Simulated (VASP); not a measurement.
# Mo in VASP: further runs

Mo is run at these levels: PBE; tasks: single point.

Program: VASP 6.6.1. These are calculated values, not measurements. Logs are shortened: lines on timing, memory, paths and dates and some standing lists are left out, and cuts for length are marked.

## Step 1: The cell of the first run

The typed cell holds 1 atom: a = 3.097 Å, b = 3.097 Å, c = 2.710 Å, α = 55.26°, β = 124.74°, γ = 90.00°.

## Step 2: Single point, PBE

File INCAR:

```
SYSTEM = Mo
  PREC = Accurate
  ENCUT = 520
  EDIFF = 1E-6
  ISMEAR = 0
  SIGMA = 0.1
  LREAL = .FALSE.
  LASPH = .TRUE.
  NELM = 60
  ALGO = Fast
  ISIF = 2
  LWAVE = .FALSE.
  LCHARG = .FALSE.
  GGA = PE
  NBANDS = 13
  ISYM = 0
```

File KPOINTS:

```
Automatic mesh
0
G
  11 11 21
  0 0 0
```

File POSCAR:

```
Mo
1.0
    3.0969331861      0.0000023251      0.0037949381
    0.0000023251      3.0969331861     -0.0037949381
   -1.5464813092      1.5464813092      1.6003634927
Mo
1
Direct
    0.0000000000      0.0000000000      0.0000000000
```

Potentials or basis: VASP PAW PBE potentials, release 64 (Mo_sv).

Launch:

```console
$ cat potpaw_PBE.64/Mo_sv/POTCAR > POTCAR
$ mpirun -np 1 vasp_std > vasp.out
```

OUTCAR:

```text
SYSTEM = Mo
   PREC = Accurate
   ENCUT = 520
   EDIFF = 1E-6
   ISMEAR = 0
   LREAL = .FALSE.
   LASPH = .TRUE.
   NELM = 60
   ISIF = 2
   GGA = PE
   ISYM = 0

 ion  position               nearest neighbor table
   1  0.000  0.000  0.000-

IMPORTANT INFORMATION: All symmetrisations will be switched off!
NOSYMM: (Re-)initialisation of all symmetry stuff for point group C_1.

----------------------------------------------------------------------------------------

                                     Primitive cell

  volume of cell :      15.3854

  direct lattice vectors                    reciprocal lattice vectors
     3.096933186  0.000002325  0.003794938     0.322518636  0.000381210  0.311291473
     0.000002325  3.096933186 -0.003794938     0.000381210  0.322518636 -0.311291473
    -1.546481309  1.546481309  1.600363493    -0.000763884  0.000763884  0.623381713

  length of vectors
     3.096935511  3.096935511  2.710050219     0.448241896  0.448241896  0.623382650

  position of ions in fractional coordinates (direct lattice)
     0.000000000  0.000000000  0.000000000

  ion indices of the primitive-cell ions
   primitive index   ion index
                 1           1

----------------------------------------------------------------------------------------

 KPOINTS: Automatic mesh

Automatic generation of k-mesh.
 Grid dimensions read from file:
 generate k-points for:   11   11   21

 Generating k-lattice:

  Cartesian coordinates                     Fractional coordinates (reciprocal lattice)
     0.029319876  0.000034655  0.028299225     0.090909091  0.000000000  0.000000000
     0.000034655  0.029319876 -0.028299225     0.000000000  0.090909091  0.000000000
    -0.000036375  0.000036375  0.029684843     0.000000000 -0.000000000  0.047619048

  Length of vectors
     0.040749263  0.040749263  0.029684888

  Shift w.r.t. Gamma in fractional coordinates (k-lattice)
     0.000000000  0.000000000  0.000000000

 Subroutine IBZKPT returns following result:
 ===========================================

 Found   1271 irreducible k-points:

 Following reciprocal coordinates:
            Coordinates               Weight
  0.000000  0.000000  0.000000      1.000000
  0.090909 -0.000000  0.000000      2.000000
 -0.000000  0.090909 -0.000000      2.000000
  0.181818  0.000000  0.000000      2.000000
  0.000000  0.181818  0.000000      2.000000
  0.272727  0.000000  0.000000      2.000000
[... 16 lines left out ...]
 -0.363636  0.090909  0.000000      2.000000
  0.090909 -0.363636 -0.000000      2.000000
 [... further k-points ...]
   k-points           NKPTS =   1271   k-points in BZ     NKDIM =   1271   number of bands    NBANDS=     13
   number of dos      NEDOS =    301   number of ions     NIONS =      1
   total plane-waves  NPLWV =  11520
   dimension x,y,z NGX =    24 NGY =   24 NGZ =   20
   dimension x,y,z NGXF=    48 NGYF=   48 NGZF=   40
   ions per type =               1
   NGX,Y,Z   is equivalent  to a cutoff of  12.88, 12.88, 12.27 a.u.
   NGXF,Y,Z  is equivalent  to a cutoff of  25.77, 25.77, 24.54 a.u.
 SYSTEM =  Mo
   PREC   = accura    normal or accurate (medium, high low for compatibility)
   ISTART =      0    job   : 0-new  1-cont  2-samecut
   ICHARG =      2    charge: 1-file 2-atom 10-const
   ISPIN  =      1    spin polarized calculation?
   LNONCOLLINEAR =      F non collinear calculations
   LSORBIT =      F    spin-orbit coupling
   LASPH  =      T    aspherical Exc in radial PAW
   ENCUT  =  520.0 eV  38.22 Ry    6.18 a.u.   5.76  5.76  5.04*2*pi/ulx,y,z
   NELM   =     60;   NELMIN=  2; NELMDL= -5     # of ELM steps
   EDIFF  = 0.1E-05   stopping-criterion for ELM
   LREAL  =      F    real-space projection
   EDIFFG = 0.1E-04   stopping-criterion for IOM
   NSW    =      0    number of steps for IOM
   IBRION =     -1    ionic relax: 0-MD 1-quasi-New 2-CG
   NFREE  =      0    steps in history (QN), initial steepest desc. (CG)
   ISIF   =      2    stress and relaxation
   ISYM   =      0    0-nonsym 1-usesym 2-fastsym
   POTIM  = 0.5000    time-step for ionic-motion
   TEBEG  =    0.0;   TEEND  =   0.0 temperature during run
   PSTRESS=    0.0 pullay stress
   NELECT =      14.0000    total number of electrons
   NUPDOWN=      -1.0000    fix difference up-down
   EMIN   =  10.00;   EMAX   =-10.00  energy-range for DOS
   EFERMI =   0.00;   METHOD = LEGACY
   ISMEAR =     0;   SIGMA  =   0.10  broadening in eV -4-tet -1-fermi 0-gaus
   EFERMI_NEDOS =   21; number of points for ismear=-14 and -15
   IALGO  =     68    algorithm
   IMIX   =      4    mixing-type and parameters
     AMIX     =   0.40;   BMIX     =  1.00
     AMIX_MAG =   1.60;   BMIX_MAG =  1.00
  volume/ion in A,a.u.               =      15.39       103.83
  Fermi-wavevector in a.u.,A,eV,Ry     =   1.586406  2.997872 34.241558  2.516684
  Thomas-Fermi vector in A             =   2.685722
   LORBIT       =      0    0 simple, 1 ext, 2 COOP (PROOUT), +10 PAW based schemes
   GGA     = PE    functional components
   LHFCALC =     F    Hartree Fock is set to
   AEXX    =    0.0000 exact exchange contribution
   IVDW    =     0    specifies the selected vdW correction
   LEPSILON=     F    determine dielectric tensor
   LRPA    =     F    only Hartree local field effects (RPA)
 non-spin polarized calculation
 RMM-DIIS sequential band-by-band and
 Gauss-broadening in eV      SIGMA  =   0.10
  energy-cutoff  :      520.00
  volume of cell :       15.39
 maximum number of plane-waves:       426
   NGX = 11   NGY = 11   NGZ = 11

 number of electron      14.0000000 magnetization

 Free energy of the ion-electron system (eV)
  ---------------------------------------------------
  ext. energy  EPLUGINS =         0.00000000
  ---------------------------------------------------
  free energy    TOTEN  =       -10.91400937 eV

  energy without entropy =      -10.91102547  energy(sigma->0) =      -10.91251742

 E-fermi :  12.8700     XC(G=0): -13.4810

 val. band max:       12.8580423269   @ k =  -0.0000   0.4545  -0.1905
 cond. band min:      12.8742836781   @ k =  -0.3636   0.0000   0.3810
 fundamental gap:      0.0162413512
 Fermi energy:        12.8700381794

 k-point     1 :       0.0000    0.0000    0.0000
  band No.  band energies     occupation
      1     -48.4369      2.00000
      2     -21.6746      2.00000
      3     -21.6616      2.00000
      4     -21.6599      2.00000
      5       5.5638      2.00000
      6      11.3280      2.00000
      7      11.3294      2.00000
      8      11.7366      2.00000
      9      14.2650      0.00000
     10      14.7833      0.00000
     11      27.2708      0.00000
     12      27.9500      0.00000
     13      27.9507      0.00000

 k-point     2 :       0.0909   -0.0000    0.0000
  band No.  band energies     occupation
      1     -48.4154      2.00000
      2     -21.7947      2.00000
      3     -21.6980      2.00000
      4     -21.6651      2.00000
      5       5.9251      2.00000
      6      11.2602      2.00000
      7      11.2980      2.00000
      8      11.9480      2.00000
      9      14.0562      0.00000
     10      14.7142      0.00000
     11      27.7435      0.00000
     12      28.4258      0.00000
     13      28.5592      0.00000

 k-point     3 :      -0.0000    0.0909   -0.0000
  band No.  band energies     occupation
      1     -48.4154      2.00000
      2     -21.7947      2.00000
      3     -21.6980      2.00000
      4     -21.6651      2.00000
      5       5.9251      2.00000
      6      11.2602      2.00000
      7      11.2980      2.00000
      8      11.9480      2.00000
      9      14.0562      0.00000
     10      14.7142      0.00000
     11      27.7435      0.00000
     12      28.4258      0.00000
     13      28.5592      0.00000

 k-point     4 :       0.1818    0.0000    0.0000
  band No.  band energies     occupation
      1     -48.3573      2.00000
      2     -22.1211      2.00000
      3     -21.7953      2.00000
      4     -21.6662      2.00000
      5       6.8420      2.00000
      6      10.8213      2.00000
      7      11.1505      2.00000
      8      12.8900      0.77725
      9      13.7822      0.00000
     10      14.6850      0.00000
     11      28.1347      0.00000
     12      29.3756      0.00000
     13      30.2642      0.00000

 k-point     5 :       0.0000    0.1818    0.0000
  band No.  band energies     occupation
      1     -48.3573      2.00000
      2     -22.1211      2.00000
      3     -21.7953      2.00000
      4     -21.6662      2.00000
      5       6.8420      2.00000
      6      10.8213      2.00000
      7      11.1505      2.00000
      8      12.8900      0.77725
      9      13.7822      0.00000
     10      14.6850      0.00000
     11      28.1347      0.00000
     12      29.3756      0.00000
     13      30.2642      0.00000
[... 257 lines left out ...]
 k-point    22 :       0.0909   -0.4545    0.0000
  band No.  band energies     occupation
      1     -48.1539      2.00000
      2     -23.1004      2.00000
      3     -22.1491      2.00000
      4     -21.7151      2.00000
      5       7.7067      2.00000
      6       9.5814      2.00000
      7      13.3520      0.00000
      8      14.3006      0.00000
      9      15.6852      0.00000
     10      18.3366      0.00000
     11      24.3523      0.00000
     12      25.3785      0.00000
     13      30.1610      0.00000

 k-point    23 :      -0.3636    0.0909    0.0000
  band No.  band energies     occupation
      1     -48.1764      2.00000
      2     -22.9966      2.00000
      3     -22.1113      2.00000
      4     -21.7112      2.00000
      5       7.8417      2.00000
      6       9.7077      2.00000
      7      12.6878      1.99006
      8      14.2777      0.00000
      9      15.2782      0.00000
     10      17.5404      0.00000
     11      25.2070      0.00000
     12      26.1151      0.00000
     13      31.0844      0.00000

 k-point    24 :       0.0909   -0.3636   -0.0000
  band No.  band energies     occupation
      1     -48.1764      2.00000
      2     -22.9966      2.00000
      3     -22.1113      2.00000
      4     -21.7112      2.00000
      5       7.8417      2.00000
      6       9.7077      2.00000
      7      12.6878      1.99006
      8      14.2777      0.00000
      9      15.2782      0.00000
     10      17.5404      0.00000
     11      25.2070      0.00000
     12      26.1151      0.00000
     13      31.0844      0.00000

 [... further k-points ...]

------------------------ aborting loop because EDIFF is reached ----------------------------------------

  FORCE on cell =-STRESS in cart. coord.  units (eV):
  Direction    XX          YY          ZZ          XY          YZ          ZX
  --------------------------------------------------------------------------------------
  -------------------------------------------------------------------------------------
  Total        1.1243916      1.1243913      0.0544507     -0.0095121      0.0002984     -0.0002984
  in kB      117.0896628    117.0896351      5.6702813     -0.9905475      0.0310769     -0.0310743
  external PRESSURE =      79.9498598 kB  Pullay stress =       0.0000000 kB

 VOLUME and BASIS-vectors are now :
 -----------------------------------------------------------------------------
  energy-cutoff  :      520.00
  volume of cell :       15.39
      direct lattice vectors                 reciprocal lattice vectors
     3.096933186  0.000002325  0.003794938     0.322518636  0.000381210  0.311291473
     0.000002325  3.096933186 -0.003794938     0.000381210  0.322518636 -0.311291473
    -1.546481309  1.546481309  1.600363493    -0.000763884  0.000763884  0.623381713

 POSITION                                       TOTAL-FORCE (eV/Angst)
 -----------------------------------------------------------------------------------
      0.00000      0.00000      0.00000         0.000000      0.000000      0.000000
 -----------------------------------------------------------------------------------
    total drift:                                0.000000      0.000000      0.000000

  FREE ENERGIE OF THE ION-ELECTRON SYSTEM (eV)
  ---------------------------------------------------
  free  energy   TOTEN  =       -10.9140093682 eV

  energy  without entropy=      -10.9110254692  energy(sigma->0) =      -10.91251742
```

Wall time 1.9 min (1 thread of Intel Xeon Platinum 8375C at 2.90GHz (Ice Lake), shared host); peak memory 0.33 GiB.

Results:

```
Free energy            : -10.9140 eV
Pressure               : 8.0 GPa
Band gap on the k mesh : zero (bands 7 and 8 overlap by 5.09 eV)
```

Stress tensor (GPa, compression positive):
```
11.71 -0.10  0.00
-0.10 11.71  0.00
 0.00  0.00  0.57
```

Caveat: the cell stands under pressure.

## Step 3: Single point, PBE

This run uses another cell than the first one, of 15.53 Å³/atom.

File INCAR:

```
ALGO = Fast
EDIFF = 1E-6
ENCUT = 520
GGA = PE
ISIF = 2
ISMEAR = 0
ISYM = 0
LASPH = T
LCHARG = F
LREAL = F
LWAVE = F
NBANDS = 13
NELM = 60
PREC = Accurate
SIGMA = 0.1
```

File KPOINTS:

```
k-points
0
Gamma
  11 11 21
```

File POSCAR:

```
Mo
1.0
    3.0969355112      0.0000000000      0.0000000000
    0.0000000000      3.0969355112      0.0000000000
   -1.5484677556      1.5484677556      1.6191820416
Mo
1
Direct
    0.0000000000      0.0000000000      0.0000000000
```

Potentials or basis: VASP PAW PBE potentials, release 64 (Mo_sv).

Launch:

```console
$ cat potpaw_PBE.64/Mo_sv/POTCAR > POTCAR
$ mpirun -np 1 vasp_std > vasp.out
```

Wall time 2 min (1 thread of Intel Xeon Platinum 8375C at 2.90GHz (Ice Lake), shared host); peak memory 0.34 GiB.

Results (log left out):

```yaml
Free_energy: -10.9126 eV
Pressure: 5.4 GPa
Band_gap_on_the_k_mesh: zero (bands 7 and 8 overlap by 4.98 eV)
```

Stress tensor (GPa, compression positive):
```
 9.93 -0.21  0.24
-0.21  9.93 -0.24
 0.24 -0.24 -3.64
```

Levels at points of the mesh, in eV from the Fermi level:
| k point | band 3 | band 4 | band 5 | band 6 | band 7 | band 8 | band 9 | band 10 | band 11 | band 12 |
| --- | --- | --- | --- | --- | --- | --- | --- | --- | --- | --- |
| (0.00, 0.00, 0.00) | -34.54 | -34.54 | -7.27 | -1.54 | -1.54 | -1.04 | 1.32 | 1.96 | 14.29 | 15.14 |

Caveat: the cell stands under pressure.
